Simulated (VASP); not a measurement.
Wanted: the native input for a VASP 6.6.1 run.

```
Task                   : single point
Functional             : PBE
Potentials or basis    : VASP PAW PBE potentials, release 64 (Sn_d, Se)
Cutoff                 : 520 eV
k mesh                 : 12 × 12 × 6
Occupations            : gaussian, width 0.05 eV
Spin                   : no spin polarisation
Dipole correction      : no
Further INCAR settings : ALGO = Normal; EDIFF = 1e-06; NBANDS = 20
```

The structure of SnSe2 lies in POSCAR:

```
SnSe2
1.0
    3.7538337998      0.0000000000      0.0000000000
   -1.8769168999      3.2509154322      0.0000000000
    0.0000000000      0.0000000000      5.9528900000
Sn Se
1 2
Direct
    0.0000000000      0.0000000000      0.0000000000
    0.3333333333      0.6666666667      0.2500000000
    0.6666666667      0.3333333333      0.7500000000
```

This cell differs from its parent crystal: strain -0.015 along x and y, -0.030 along z.

One way to write it, as run:

INCAR

```
  PREC = Accurate
  ENCUT = 520
  EDIFF = 1E-6
  ISMEAR = 0
  SIGMA = 0.05
  LREAL = False
  LASPH = True
  NELM = 100
  ALGO = Normal
  ISIF = 2
  LWAVE = False
  LCHARG = False
  GGA = PE
  NBANDS = 20
```

KPOINTS

```
regular mesh
0
Gamma
  12 12 6
```

Potentials or basis: VASP PAW PBE potentials, release 64 (Sn_d, Se).

Command:

```console
$ cat potpaw_PBE.64/Sn_d/POTCAR potpaw_PBE.64/Se/POTCAR > POTCAR
$ mpirun -np 1 vasp_std > vasp.out
```

It gave:

* Pressure: 11.0 GPa
* Largest force: 1.475 eV/Å
* Band gap on the k mesh: 0.70 eV, indirect (least direct gap 1.19 eV)

Caveat: the cell differs from its parent crystal (strain -0.015 along x and y, -0.030 along z); spin-orbit coupling is left out, which moves the levels of the heavy elements; this functional lacks dispersion, which binds the layers, so the pressure and a relaxed spacing across them are unreliable; forces of over 1 eV/Å act on the atoms, so gaps and moduli don't describe the material at rest.

Run time: 84 s on 1 thread of AMD EPYC 9R45 96-Core Processor (Zen 5), on a shared host, peak memory 0.25 GiB.
